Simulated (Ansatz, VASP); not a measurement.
## Two plane-wave programs on CsI

```
Cs I
1.0
     4.66968    0.00000    0.00000
     0.00000    4.66968    0.00000
     0.00000    0.00000    4.66968
Cs I
1 1
Cartesian
  0.0000 0.0000 0.0000
  2.3348 2.3348 2.3348
```

Alike in both runs: task relaxation of the atoms; functional r2SCAN; k mesh 6 × 6 × 6; occupations fermi-dirac, width 0.02 eV; no spin polarisation.

|  | VASP | Ansatz |
| --- | --- | --- |
| version | VASP 6.6.1 | Ansatz 0.2.0 |
| potentials or method | VASP PAW PBE potentials, release 64 (Cs_sv, I), cutoff 500 eV | PAW plane waves |
| valence electrons in the cell | 16 | 26 |

```tsv
	VASP	Ansatz	Ansatz less VASP
gap on the k mesh at the Fermi level, each at its own relaxed structure (eV)	4.36	4.38	+0.015
```

VASP's potentials were made for PBE, not for r2SCAN. VASP's potentials hold 16 valence electrons a cell and Ansatz's 26, so a difference there can come from the potentials and not from the codes. Ansatz's warnings: stress scf threshold loose.

Neither program's run includes spin-orbit coupling. Noted on VASP's run: the relaxation stopped at its first step, so nothing moved.
